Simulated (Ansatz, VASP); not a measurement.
Two plane-wave programs on Lu

INCAR

```
ALGO = Normal
EDIFF = 1E-8
ENCUT = 520
GGA = PE
ISIF = 2
ISMEAR = -1
LASPH = True
LCHARG = False
LEFG = True
LREAL = False
LWAVE = False
NBANDS = 32
NELM = 100
PREC = Accurate
SIGMA = 0.03
```

The input KPOINTS:

```
k-points
0
Gamma
  11 11 11
```

The input POSCAR:

```
Lu
1.0
    0.0000000000      3.7238095149      3.7238095149
    3.7238095149      0.0000000000      3.7238095149
    3.7238095149      3.7238095149      0.0000000000
Lu
2
Direct
    0.0000000000      0.0000000000      0.0000000000
    0.2500000000      0.2500000000      0.2500000000
```

Input for Ansatz:

```yaml
crystal:
  lattice:
    - [0.0, 3.7238095149, 3.7238095149]
    - [3.7238095149, 0.0, 3.7238095149]
    - [3.7238095149, 3.7238095149, 0.0]
  atoms:
    - { symbol: Lu, position: [0.0, 0.0, 0.0] }
    - { symbol: Lu, position: [0.25, 0.25, 0.25] }
kpoints:
  mp_grid: { grid: [11, 11, 11] }
scf:
  occupations: { method: fermi_dirac, width: 0.03 }
hamiltonian:
  xc: pbe
  pseudopotentials: { kind: paw }
output:
  forces: true
  stress: true
  eigenvalues: true
  efg: { contact_densities: true }
```

Change from the starting cell: volume scaled by 1.025, PAW files.

Alike in both runs: task electric field gradients; functional PBE; k mesh 11 × 11 × 11; occupations fermi-dirac, width 0.03 eV; no spin polarisation.

|  | VASP | Ansatz |
| --- | --- | --- |
| version | VASP 6.6.1 | Ansatz 0.2.0 |
| potentials or method | VASP PAW PBE potentials, release 64 (Lu) | PAW with Ansatz's default frozen-core files, scalar-relativistic |
| plane-wave cutoff (eV) | 520 | 420 |
| valence electrons in the cell | 50 | 50 |

```tsv
	VASP	Ansatz	Ansatz less VASP
pressure (GPa)	-0.3	-0.3	-0.01
```

Neither program's run includes spin-orbit coupling.
